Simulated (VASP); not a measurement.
Write the native input for VASP 6.6.1 that does the following.

* Task: electric field gradients
* Functional: r2SCAN
* Potentials or basis: VASP PAW PBE potentials, release 64 (Na_pv, Mg, Sc_sv, P, O)
* Cutoff: 520 eV
* k mesh: 3 × 3 × 3
* Occupations: fermi-dirac, width 0.02 eV
* Spin: no spin polarisation
* Dipole correction: no
* Further INCAR settings: LREAL = Auto; ALGO = Normal; EDIFF = 1e-08; NBANDS = 155

Crystal: Na4MgScP3O12.

```
Na Mg Sc P O
1.0
     4.53555    2.61860    7.39160
    -4.53555    2.61860    7.39160
     0.00000   -5.23721    7.39160
Na Mg Sc P O
8 2 2 6 24
Direct
  0.88555 0.61661 0.24314
  0.61661 0.24314 0.88555
  0.24314 0.88555 0.61661
  0.38555 0.74314 0.11661
  0.74314 0.11661 0.38555
  0.11661 0.38555 0.74314
  0.49743 0.49743 0.49743
  0.99743 0.99743 0.99743
  0.34963 0.34963 0.34963
  0.84963 0.84963 0.84963
  0.65026 0.65026 0.65026
  0.15026 0.15026 0.15026
  0.54811 0.95611 0.24963
  0.95611 0.24963 0.54811
  0.24963 0.54811 0.95611
  0.04811 0.74963 0.45611
  0.74963 0.45611 0.04811
  0.45611 0.04811 0.74963
  0.51949 0.12157 0.28019
  0.12157 0.28019 0.51949
  0.28019 0.51949 0.12157
  0.01949 0.78019 0.62157
  0.78019 0.62157 0.01949
  0.62157 0.01949 0.78019
  0.48163 0.87911 0.72212
  0.87911 0.72212 0.48163
  0.72212 0.48163 0.87911
  0.98163 0.22212 0.37911
  0.22212 0.37911 0.98163
  0.37911 0.98163 0.22212
  0.42891 0.22253 0.58414
  0.22253 0.58414 0.42891
  0.58414 0.42891 0.22253
  0.92891 0.08414 0.72253
  0.08414 0.72253 0.92891
  0.72253 0.92891 0.08414
  0.56821 0.77893 0.41673
  0.77893 0.41673 0.56821
  0.41673 0.56821 0.77893
  0.06821 0.91673 0.27893
  0.91673 0.27893 0.06821
  0.27893 0.06821 0.91673
```

These files were run (other wordings do the same):

POSCAR

```
Na4MgScP3O12
1.0
    4.5355529359      2.6186027085      7.3915988433
   -4.5355529359      2.6186027085      7.3915988433
    0.0000000000     -5.2372054169      7.3915988433
Na Mg Sc P O
8 2 2 6 24
Direct
    0.8855473200      0.6166131500      0.2431358900
    0.6166131500      0.2431358900      0.8855473200
    0.2431358900      0.8855473200      0.6166131500
    0.3855473200      0.7431358900      0.1166131500
    0.7431358900      0.1166131500      0.3855473200
    0.1166131500      0.3855473200      0.7431358900
    0.4974280700      0.4974280700      0.4974280700
    0.9974280700      0.9974280700      0.9974280700
    0.3496263300      0.3496263300      0.3496263300
    0.8496263300      0.8496263300      0.8496263300
    0.6502605200      0.6502605200      0.6502605200
    0.1502605200      0.1502605200      0.1502605200
    0.5481078500      0.9561100400      0.2496289200
    0.9561100400      0.2496289200      0.5481078500
    0.2496289200      0.5481078500      0.9561100400
    0.0481078500      0.7496289200      0.4561100400
    0.7496289200      0.4561100400      0.0481078500
    0.4561100400      0.0481078500      0.7496289200
    0.5194895900      0.1215695100      0.2801896600
    0.1215695100      0.2801896600      0.5194895900
    0.2801896600      0.5194895900      0.1215695100
    0.0194895900      0.7801896600      0.6215695100
    0.7801896600      0.6215695100      0.0194895900
    0.6215695100      0.0194895900      0.7801896600
    0.4816250400      0.8791059700      0.7221161600
    0.8791059700      0.7221161600      0.4816250400
    0.7221161600      0.4816250400      0.8791059700
    0.9816250400      0.2221161600      0.3791059700
    0.2221161600      0.3791059700      0.9816250400
    0.3791059700      0.9816250400      0.2221161600
    0.4289149000      0.2225346800      0.5841377700
    0.2225346800      0.5841377700      0.4289149000
    0.5841377700      0.4289149000      0.2225346800
    0.9289149000      0.0841377700      0.7225346800
    0.0841377700      0.7225346800      0.9289149000
    0.7225346800      0.9289149000      0.0841377700
    0.5682076900      0.7789253100      0.4167256100
    0.7789253100      0.4167256100      0.5682076900
    0.4167256100      0.5682076900      0.7789253100
    0.0682076900      0.9167256100      0.2789253100
    0.9167256100      0.2789253100      0.0682076900
    0.2789253100      0.0682076900      0.9167256100
```

INCAR.step1

```
SYSTEM = Na4MgScP3O12
PREC = Accurate
ENCUT = 520
ISMEAR = -1
SIGMA = 0.02
LREAL = Auto
LASPH = .True.
NELM = 60
NBANDS = 155
GGA = PE
ALGO = Normal
EDIFF = 1E-4
LWAVE = .True.
LCHARG = .False.
LUSENCCL = .False.
```

INCAR.step2

```
SYSTEM = Na4MgScP3O12
PREC = Accurate
ENCUT = 520
EDIFF = 1E-8
ISMEAR = -1
SIGMA = 0.02
LREAL = Auto
LASPH = .True.
NELM = 60
ALGO = Normal
ISIF = 2
LWAVE = .False.
LCHARG = .False.
METAGGA = R2SCAN
LMIXTAU = .True.
LEFG = .True.
NBANDS = 155
ISTART = 1
LUSENCCL = .False.
```

KPOINTS

```
Automatic mesh
0
Gamma
  3 3 3
  0 0 0
```

Potentials or basis: VASP PAW PBE potentials, release 64 (Na_pv, Mg, Sc_sv, P, O).

The run is started by

```sh
$ cat potpaw_PBE.64/Na_pv/POTCAR potpaw_PBE.64/Mg/POTCAR potpaw_PBE.64/Sc_sv/POTCAR potpaw_PBE.64/P/POTCAR potpaw_PBE.64/O/POTCAR > POTCAR
$ cp INCAR.step1 INCAR
$ mpirun -np 1 vasp_std > vasp.out
$ cp INCAR.step2 INCAR
$ mpirun -np 1 vasp_std > vasp.out
```

Results of the run:

```
Pressure                                : -5.3 GPa
Largest force                           : 0.855 eV/Å
Band gap on the k mesh                  : 5.16 eV
Largest electric field gradient by atom : Na -9.8, -11.2 (each value once); Mg +4.1; Sc +16.1; P +16.0; O +85.6, +86.3, +92.5, +90.3 (each value once) V/Å²
```

Caveat: the cell stands under tension; without QUAD_EFG the Cq values of the log hold for a quadrupole moment of 1 mb, not for the nuclei; the PAW data sets were made with another functional, which shifts forces and pressure a little.

Run time: 4.1 min on 1 × NVIDIA H100 80GB with 1 thread of Intel(R) Xeon(R) Platinum 8481C CPU @ 2.70GHz (Sapphire Rapids), on a shared host, peak memory 1.8 GiB.
